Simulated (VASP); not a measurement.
# AlRuF4 (P4/mmm) in VASP: single point with r2SCAN

Aim: the single point of AlRuF4 with r2SCAN.

Program: VASP 6.6.1. These are calculated values, not measurements. Logs are shortened: lines on timing, memory, paths and dates and some standing lists are left out, and cuts for length are marked.

### 1 The cell of the first run

The structure is tetragonal, space group P4/mmm (No. 123). Conventional cell: a = 3.406 Å, b = 3.406 Å, c = 5.994 Å, α = 90.00°, β = 90.00°, γ = 90.00°. Ru (site symmetry 4/mmm) has 16 F at 2.69 to 3.45 Å and 4 Ru at 3.41 Å within 3.5 Å. Al (site symmetry 4/mmm) has 6 F at 1.70 to 1.80 Å within 2.3 Å. F (site symmetry mmm) has 2 Al at 1.70 Å within 2.3 Å. F (site symmetry 4mm) has 1 Al at 1.80 Å and 1 F at 2.38 Å within 2.4 Å.

### 2 Single point, r2SCAN

POSCAR reads:

```
AlRuF4
1.0
    3.4062210000      0.0000000000      0.0000000000
    0.0000000000      3.4062210000      0.0000000000
    0.0000000000      0.0000000000      5.9935410000
Ru Al F
1 1 4
Direct
    0.5000000000      0.5000000000      0.5000000000
    0.0000000000      0.0000000000      0.0000000000
    0.5000000000      0.0000000000      0.0000000000
    0.0000000000      0.5000000000      0.0000000000
    0.0000000000      0.0000000000      0.3011105969
    0.0000000000      0.0000000000      0.6988894031
```

INCAR.step1 reads:

```
SYSTEM = AlRuF4
PREC = Accurate
ENCUT = 520
ISMEAR = -1
SIGMA = 0.1
LREAL = .False.
LASPH = .True.
NELM = 80
NBANDS = 32
GGA = PE
ALGO = Normal
EDIFF = 1E-4
LWAVE = .True.
LCHARG = .False.
```

INCAR.step2 reads:

```
SYSTEM = AlRuF4
PREC = Accurate
ENCUT = 520
EDIFF = 1E-7
ISMEAR = -1
SIGMA = 0.1
LREAL = .False.
LASPH = .True.
NELM = 80
ALGO = Normal
ISIF = 2
LWAVE = .False.
LCHARG = .False.
METAGGA = R2SCAN
LMIXTAU = .True.
NBANDS = 32
ISTART = 1
```

KPOINTS reads:

```
Automatic mesh
0
Gamma
  8 8 5
  0 0 0
```

Potentials or basis: VASP PAW PBE potentials, release 64 (Ru_pv, Al, F).

Run with:

```bash
$ cat potpaw_PBE.64/Ru_pv/POTCAR potpaw_PBE.64/Al/POTCAR potpaw_PBE.64/F/POTCAR > POTCAR
$ cp INCAR.step1 INCAR
$ mpirun -np 1 vasp_std > vasp.out
$ cp INCAR.step2 INCAR
$ mpirun -np 1 vasp_std > vasp.out
```

OUTCAR:

```text
SYSTEM = AlRuF4
   PREC = Accurate
   ENCUT = 520
   EDIFF = 1E-7
   ISMEAR = -1
   LREAL = .False.
   LASPH = .True.
   NELM = 80
   ISIF = 2
   METAGGA = R2SCAN
   ISTART = 1

 ion  position               nearest neighbor table
   1  0.500  0.500  0.500-
   2  0.000  0.000  0.000-   3 1.70   4 1.70   4 1.70   3 1.70   5 1.80   6 1.80
   3  0.500  0.000  0.000-   2 1.70   2 1.70
   4  0.000  0.500  0.000-   2 1.70   2 1.70
   5  0.000  0.000  0.301-   2 1.80
   6  0.000  0.000  0.699-   2 1.80

  LATTYP: Found a simple tetragonal cell.
 ALAT       =     3.4062210000
 C/A-ratio  =     1.7595866504

  Lattice vectors:

 A1 = (   3.4062210000,   0.0000000000,   0.0000000000)
 A2 = (   0.0000000000,   3.4062210000,   0.0000000000)
 A3 = (   0.0000000000,   0.0000000000,   5.9935410000)

Analysis of symmetry for initial positions (statically):
=====================================================================
 Subroutine PRICEL returns:
 Original cell was already a primitive cell.

 Routine SETGRP: Setting up the symmetry group for a
 simple tetragonal supercell.

 Subroutine GETGRP returns: Found 16 space group operations
 (whereof 16 operations were pure point group operations)
 out of a pool of 16 trial point group operations.

The static configuration has the point symmetry D_4h.

Analysis of symmetry for dynamics (positions and initial velocities):
=====================================================================
 Subroutine PRICEL returns:
 Original cell was already a primitive cell.

 Routine SETGRP: Setting up the symmetry group for a
 simple tetragonal supercell.

 Subroutine GETGRP returns: Found 16 space group operations
 (whereof 16 operations were pure point group operations)
 out of a pool of 16 trial point group operations.

The dynamic configuration has the point symmetry D_4h.

 Subroutine INISYM returns: Found 16 space group operations
 (whereof 16 operations are pure point group operations),
 and found     1 'primitive' translations

----------------------------------------------------------------------------------------

                                     Primitive cell

  volume of cell :      69.5391

  direct lattice vectors                    reciprocal lattice vectors
     3.406221000  0.000000000  0.000000000     0.293580481  0.000000000  0.000000000
     0.000000000  3.406221000  0.000000000     0.000000000  0.293580481  0.000000000
     0.000000000  0.000000000  5.993541000     0.000000000  0.000000000  0.166846277

  length of vectors
     3.406221000  3.406221000  5.993541000     0.293580481  0.293580481  0.166846277

  position of ions in fractional coordinates (direct lattice)
     0.500000000  0.500000000  0.500000000
     0.000000000  0.000000000  0.000000000
     0.500000000  0.000000000  0.000000000
     0.000000000  0.500000000  0.000000000
     0.000000000  0.000000000  0.301110597
     0.000000000  0.000000000  0.698889403

  ion indices of the primitive-cell ions
   primitive index   ion index
                 1           1
                 2           2
                 3           3
                 4           4
                 5           5
                 6           6

----------------------------------------------------------------------------------------

 KPOINTS: Automatic mesh

Automatic generation of k-mesh.
 Grid dimensions read from file:
 generate k-points for:    8    8    5

 Generating k-lattice:

  Cartesian coordinates                     Fractional coordinates (reciprocal lattice)
     0.036697560  0.000000000  0.000000000     0.125000000  0.000000000  0.000000000
     0.000000000  0.036697560  0.000000000     0.000000000  0.125000000  0.000000000
     0.000000000  0.000000000  0.033369255     0.000000000  0.000000000  0.200000000

  Length of vectors
     0.036697560  0.036697560  0.033369255

  Shift w.r.t. Gamma in fractional coordinates (k-lattice)
     0.000000000  0.000000000  0.000000000

 Subroutine IBZKPT returns following result:
 ===========================================

 Found     45 irreducible k-points:

 Following reciprocal coordinates:
            Coordinates               Weight
  0.000000  0.000000  0.000000      1.000000
  0.125000  0.000000  0.000000      4.000000
  0.250000  0.000000  0.000000      4.000000
  0.375000  0.000000  0.000000      4.000000
  0.500000  0.000000  0.000000      2.000000
  0.125000  0.125000  0.000000      4.000000
[... 16 lines left out ...]
  0.375000  0.125000  0.200000     16.000000
  0.500000  0.125000  0.200000      8.000000
 [... further k-points ...]
   k-points           NKPTS =     45   k-points in BZ     NKDIM =     45   number of bands    NBANDS=     32
   number of dos      NEDOS =    301   number of ions     NIONS =      6
   total plane-waves  NPLWV =  37632
   dimension x,y,z NGX =    28 NGY =   28 NGZ =   48
   dimension x,y,z NGXF=    56 NGYF=   56 NGZF=   96
   ions per type =               1   1   4
   NGX,Y,Z   is equivalent  to a cutoff of  13.67, 13.67, 13.31 a.u.
   NGXF,Y,Z  is equivalent  to a cutoff of  27.33, 27.33, 26.63 a.u.
 SYSTEM =  AlRuF4
   PREC   = accura    normal or accurate (medium, high low for compatibility)
   ISTART =      1    job   : 0-new  1-cont  2-samecut
   ICHARG =      0    charge: 1-file 2-atom 10-const
   ISPIN  =      1    spin polarized calculation?
   LNONCOLLINEAR =      F non collinear calculations
   LSORBIT =      F    spin-orbit coupling
   LASPH  =      T    aspherical Exc in radial PAW
   ENCUT  =  520.0 eV  38.22 Ry    6.18 a.u.   6.33  6.33 11.14*2*pi/ulx,y,z
   NELM   =     80;   NELMIN=  2; NELMDL=  0     # of ELM steps
   EDIFF  = 0.1E-06   stopping-criterion for ELM
   LREAL  =      F    real-space projection
   EDIFFG = 0.1E-05   stopping-criterion for IOM
   NSW    =      0    number of steps for IOM
   IBRION =     -1    ionic relax: 0-MD 1-quasi-New 2-CG
   NFREE  =      0    steps in history (QN), initial steepest desc. (CG)
   ISIF   =      2    stress and relaxation
   ISYM   =      2    0-nonsym 1-usesym 2-fastsym
   POTIM  = 0.5000    time-step for ionic-motion
   TEBEG  =    0.0;   TEEND  =   0.0 temperature during run
   PSTRESS=    0.0 pullay stress
   NELECT =      45.0000    total number of electrons
   NUPDOWN=      -1.0000    fix difference up-down
   EMIN   =  10.00;   EMAX   =-10.00  energy-range for DOS
   EFERMI =   0.00;   METHOD = LEGACY
   ISMEAR =    -1;   SIGMA  =   0.10  broadening in eV -4-tet -1-fermi 0-gaus
   EFERMI_NEDOS =   21; number of points for ismear=-14 and -15
   IALGO  =     38    algorithm
   IMIX   =      4    mixing-type and parameters
     AMIX     =   0.40;   BMIX     =  1.00
     AMIX_MAG =   1.60;   BMIX_MAG =  1.00
  volume/ion in A,a.u.               =      11.59        78.21
  Fermi-wavevector in a.u.,A,eV,Ry     =   1.416020  2.675889 27.281202  2.005112
  Thomas-Fermi vector in A             =   2.537398
   LORBIT       =      0    0 simple, 1 ext, 2 COOP (PROOUT), +10 PAW based schemes
   METAGGA = R2SCAN    functional components
   LHFCALC =     F    Hartree Fock is set to
   AEXX    =    0.0000 exact exchange contribution
   IVDW    =     0    specifies the selected vdW correction
   LEPSILON=     F    determine dielectric tensor
   LRPA    =     F    only Hartree local field effects (RPA)
 non-spin polarized calculation
  energy-cutoff  :      520.00
  volume of cell :       69.54
 maximum number of plane-waves:      1890
 NGX is ok and might be reduce to    28
   NGX = 13   NGY = 13   NGZ = 23

 number of electron      44.9999973 magnetization

 Free energy of the ion-electron system (eV)
  ---------------------------------------------------
  ext. energy  EPLUGINS =         0.00000000
  ---------------------------------------------------
  free energy    TOTEN  =       -56.81160710 eV

  energy without entropy =      -56.47131117  energy(sigma->0) =      -56.64145914

 E-fermi :   5.0658     XC(G=0): -11.0907

 val. band max:        5.0633024641   @ k =   0.5000   0.2500   0.0000
 cond. band min:       5.0681484214   @ k =   0.5000   0.2500   0.2000
 fundamental gap:      0.0048459573
 Fermi energy:         5.0657675675

 k-point     1 :       0.0000    0.0000    0.0000
  band No.  band energies     occupation
      1     -38.0841      2.00000
      2     -38.0841      2.00000
      3     -37.7994      2.00000
      4     -23.5932      2.00000
      5     -22.0137      2.00000
      6     -20.8388      2.00000
[... 24 lines left out ...]
     31      19.2722      0.00000
     32      19.2762      0.00000

 k-point     2 :       0.1250    0.0000    0.0000
  band No.  band energies     occupation
      1     -38.0906      2.00000
      2     -38.0836      2.00000
      3     -37.7988      2.00000
      4     -23.5281      2.00000
      5     -22.0620      2.00000
      6     -20.8386      2.00000
[... 24 lines left out ...]
     31      18.8597      0.00000
     32      19.0482      0.00000

 k-point     3 :       0.2500    0.0000    0.0000
  band No.  band energies     occupation
      1     -38.1064      2.00000
      2     -38.0824      2.00000
      3     -37.7973      2.00000
      4     -23.3447      2.00000
      5     -22.2053      2.00000
      6     -20.8369      2.00000
[... 24 lines left out ...]
     31      18.1638      0.00000
     32      18.8212      0.00000

 k-point     4 :       0.3750    0.0000    0.0000
  band No.  band energies     occupation
      1     -38.1221      2.00000
      2     -38.0811      2.00000
      3     -37.7958      2.00000
      4     -23.0803      2.00000
      5     -22.4312      2.00000
      6     -20.8335      2.00000
[... 24 lines left out ...]
     31      17.5970      0.00000
     32      18.6628      0.00000

 k-point     5 :       0.5000    0.0000    0.0000
  band No.  band energies     occupation
      1     -38.1286      2.00000
      2     -38.0806      2.00000
      3     -37.7952      2.00000
      4     -22.8606      2.00000
      5     -22.6360      2.00000
      6     -20.8319      2.00000
[... 584 lines left out ...]
     31      18.0609      0.00000
     32      19.0124      0.00000

 k-point    22 :       0.2500    0.1250    0.2000
  band No.  band energies     occupation
      1     -38.1057      2.00000
      2     -38.0888      2.00000
      3     -37.7967      2.00000
      4     -23.2862      2.00000
      5     -22.2307      2.00000
      6     -20.8827      2.00000
[... 24 lines left out ...]
     31      17.7225      0.00000
     32      18.7426      0.00000

 k-point    23 :       0.3750    0.1250    0.2000
  band No.  band energies     occupation
      1     -38.1214      2.00000
      2     -38.0875      2.00000
      3     -37.7952      2.00000
      4     -23.0335      2.00000
      5     -22.4356      2.00000
      6     -20.8726      2.00000
[... 24 lines left out ...]
     31      17.3901      0.00000
     32      18.3210      0.00000

 k-point    24 :       0.5000    0.1250    0.2000
  band No.  band energies     occupation
      1     -38.1278      2.00000
      2     -38.0869      2.00000
      3     -37.7946      2.00000
      4     -22.8209      2.00000
      5     -22.6290      2.00000
      6     -20.8686      2.00000
[... 24 lines left out ...]
     31      17.6725      0.00000
     32      17.7922      0.00000

 [... further k-points ...]

------------------------ aborting loop because EDIFF is reached ----------------------------------------

  FORCE on cell =-STRESS in cart. coord.  units (eV):
  Direction    XX          YY          ZZ          XY          YZ          ZX
  --------------------------------------------------------------------------------------
  -------------------------------------------------------------------------------------
  Total        3.7464935      3.7464935      2.3847160      0.0000000      0.0000000      0.0000000
  in kB       86.3190074     86.3190074     54.9437281      0.0000000      0.0000000      0.0000000
  external PRESSURE =      75.8605810 kB  Pullay stress =       0.0000000 kB

 VOLUME and BASIS-vectors are now :
 -----------------------------------------------------------------------------
  energy-cutoff  :      520.00
  volume of cell :       69.54
      direct lattice vectors                 reciprocal lattice vectors
     3.406221000  0.000000000  0.000000000     0.293580481  0.000000000  0.000000000
     0.000000000  3.406221000  0.000000000     0.000000000  0.293580481  0.000000000
     0.000000000  0.000000000  5.993541000     0.000000000  0.000000000  0.166846277

 POSITION                                       TOTAL-FORCE (eV/Angst)
 -----------------------------------------------------------------------------------
      1.70311      1.70311      2.99677        -0.000000     -0.000000      0.000000
      0.00000      0.00000      0.00000        -0.000000     -0.000000      0.000000
      1.70311      0.00000      0.00000        -0.000000     -0.000000      0.000000
      0.00000      1.70311      0.00000        -0.000000     -0.000000      0.000000
      0.00000      0.00000      1.80472        -0.000000      0.000000      0.036933
      0.00000      0.00000      4.18882         0.000000      0.000000     -0.036933
 -----------------------------------------------------------------------------------
    total drift:                                0.000000      0.000000      0.000000

  FREE ENERGIE OF THE ION-ELECTRON SYSTEM (eV)
  ---------------------------------------------------
  free  energy   TOTEN  =       -56.8116071035 eV

  energy  without entropy=      -56.4713111671  energy(sigma->0) =      -56.64145914
```

Run time: 12 min. Hardware: 1 thread of AMD EPYC 7R43 (Zen 3), shared host; peak memory 0.21 GiB.

Results:

- Free energy: -56.8116 eV
- Pressure: 7.6 GPa
- Largest force: 0.037 eV/Å

Forces in eV/Å, atoms in the order of the input:
```
Ru   0.000  0.000  0.000
Al   0.000  0.000  0.000
F    0.000  0.000  0.000
F    0.000  0.000  0.000
F    0.000  0.000  0.037
F    0.000  0.000 -0.037
```

Levels at points of the mesh, in eV from the Fermi level:
```
           k point  band 19  band 20  band 21  band 22  band 23  band 24  band 25  band 26
(0.00, 0.00, 0.00)    -5.18    -1.94    -0.75     0.04     0.24     0.24     0.39     5.86
(0.50, 0.00, 0.00)    -5.11    -1.17    -0.53    -0.19    -0.08     0.17     4.50     5.36
(0.50, 0.50, 0.00)    -5.23    -0.30    -0.23     0.08     0.08     0.33     5.59     7.05
```

Caveat: the PAW data sets were made with another functional, which shifts forces and pressure a little; an odd number of electrons without spin polarisation forces a metal; a magnetic or distorted state may lie lower.
